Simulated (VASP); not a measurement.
Here is a VASP 6.6.1 calculation.

File INCAR:

```
  PREC = Accurate
  ENCUT = 500
  EDIFF = 1E-6
  ISMEAR = -1
  SIGMA = 0.02
  LREAL = False
  LASPH = True
  NELM = 120
  ALGO = Normal
  ISIF = 2
  LWAVE = False
  LCHARG = False
  GGA = PE
  NBANDS = 16
  GGA_COMPAT = False
```

The input KPOINTS:

```
Automatic mesh
0
Gamma
  9 9 9
```

Contents of POSCAR:

```
InAs
1.0
    0.0000000000      3.0934757629      3.0934757629
    3.0934757629      0.0000000000      3.0934757629
    3.0934757629      3.0934757629      0.0000000000
In As
1 1
Direct
    0.0000000000      0.0000000000      0.0000000000
    0.2500000000      0.2500000000      0.2500000000
```

Potentials or basis: VASP PAW PBE potentials, release 64 (In_d, As).

Command:

```sh
$ cat potpaw_PBE.64/In_d/POTCAR potpaw_PBE.64/As/POTCAR > POTCAR
$ mpirun -np 1 vasp_std > vasp.out
```

Problem. Predict the band gap on the k mesh.

Solution. Zero (filled and empty bands touch).

Problem. Estimate the pressure.

Solution. 0.0 GPa.

Caveat: spin-orbit coupling is left out, which moves the levels of the heavy elements.
